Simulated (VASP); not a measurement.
Runs of VASP 6.6.1 on RbBr. The structure is that of space group Fm-3m (No. 225), or close to it. The cells are those of the table. 

| spin | cell | k mesh | smearing | pressure (GPa) | moment (μB) |
| --- | --- | --- | --- | --- | --- |
| non-collinear, zero start, SOC | a = 4.844 Å, angles 60.0, 60.0, 90.0°, 2 atoms | 6 × 6 × 6 | gaussian 0.01 eV | 0.0 | 0.00 |
| non-collinear, zero start, SOC | a = 4.747, b = 4.747, c = 4.805 Å, angles 60.4, 60.4, 90.0°, 2 atoms | 6 × 6 × 6 | gaussian 0.01 eV | (a) | 0.00 |
| non-collinear, zero start, SOC | a = 4.819, b = 4.819, c = 4.832 Å, angles 60.1, 60.1, 90.0°, 2 atoms | 6 × 6 × 6 | gaussian 0.01 eV | 0.1 | 0.00 |
| off | a = 4.844 Å, angles 60.0, 60.0, 90.0°, 2 atoms | 10 × 10 × 10 | fermi-dirac 0.08 eV | 0.0 | - |

Alike in all rows: task single point; level PBEsol; potentials or basis VASP PAW PBE potentials, release 64 (Rb_sv, Br); cutoff (eV) 520.

Problem. Fill in the values left out.

Solution. (a) 0.6.

Caveats: the PAW data sets were made with another functional, which shifts forces and pressure a little.
